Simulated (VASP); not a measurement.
Crystal: PtSe2 (Sudovikovite).

```
CELL_PARAMETERS angstrom
3.74866 0.00000 0.00000
-1.87433 3.24644 0.00000
0.00000 0.00000 5.09552
ATOMIC_POSITIONS crystal
Pt 0.00000 0.00000 0.00000
Se 0.66667 0.33333 0.75000
Se 0.33333 0.66667 0.25000
```

Base run:

```yaml
Program: VASP 6.6.1
Functional: r2SCAN
Potentials_or_basis: VASP PAW PBE potentials, release 64 (Pt, Se)
Cutoff: 520 eV
k_mesh: 8 × 8 × 5
Occupations: fermi-dirac, width 0.05 eV
Spin: no spin polarisation
```

Its results: band gap on the k mesh zero (band 11 reaches 6.43 eV, above the bottom of band 12 at 6.27 eV); pressure 2.2 GPa; largest force 0.146 eV/Å.

Q: After a change of settings the same cell gave: band gap on the k mesh zero (band 11 reaches 6.63 eV, above the bottom of band 12 at 6.29 eV); pressure -2.6 GPa; largest force 0.007 eV/Å. Which change was it?
A. functional from r2SCAN to RPBE
B. functional from r2SCAN to PBEsol
C. functional from r2SCAN to LDA; potentials or basis from VASP PAW PBE potentials, release 64 (Pt, Se) to VASP PAW LDA potentials, release 64 (Pt, Se)
D. functional from r2SCAN to BLYP; dispersion from none to D4

A: C.

Caveats: spin-orbit coupling is left out, which moves the levels of the heavy elements; the PAW data sets were made with another functional, which shifts forces and pressure a little (some runs).
